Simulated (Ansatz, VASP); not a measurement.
ZnCd7S8: VASP beside Ansatz

```
Zn Cd S
1.0
     0.00000    0.00000   -6.64574
     4.07929    7.06554    0.00000
     4.07929   -7.06554    0.00000
Zn Cd S
1 7 8
Direct
  0.00158 0.16667 0.33333
  0.00158 0.16883 0.83442
  0.00158 0.66558 0.33117
  0.00158 0.66558 0.83442
  0.49825 0.32974 0.65948
  0.49825 0.32974 0.17026
  0.50329 0.83333 0.66667
  0.49825 0.84052 0.17026
  0.64990 0.16667 0.33333
  0.62222 0.16954 0.83477
  0.62222 0.66523 0.33046
  0.62222 0.66523 0.83477
  0.11810 0.32398 0.64797
  0.11810 0.32398 0.17602
  0.12479 0.83333 0.66667
  0.11810 0.85203 0.17602
```

Alike in both runs: functional PBEsol; k mesh 4 × 6 × 6; occupations gaussian, width 0.02 eV; no spin polarisation.

Ansatz relaxed the structure, and its values are those at the end. VASP's run is a single point on that final structure, the one shown.

|  | VASP | Ansatz |
| --- | --- | --- |
| version | VASP 6.6.1 | Ansatz 0.2.0 |
| potentials or method | VASP PAW PBE potentials, release 64 (Zn, Cd, S), cutoff 500 eV | scalar-relativistic, plane waves, PAW |
| valence electrons in the cell | 144 | 200 |

```tsv
	VASP	Ansatz	Ansatz less VASP
gap on the k mesh at the Fermi level (eV)	1.17	1.16	-0.005
least direct gap on the mesh (eV)	1.17	1.16	-0.005
pressure (GPa)	0.4	0.0	-0.39
rms of the force components (eV/Å)	0.008	0.001	-0.0071
```

VASP's potentials were made for PBE, not for PBEsol. The functional is the same, so the differences come from potentials, cutoffs and numerics. VASP's potentials hold 144 valence electrons a cell and Ansatz's 200, so a difference there can come from the potentials and not from the codes.
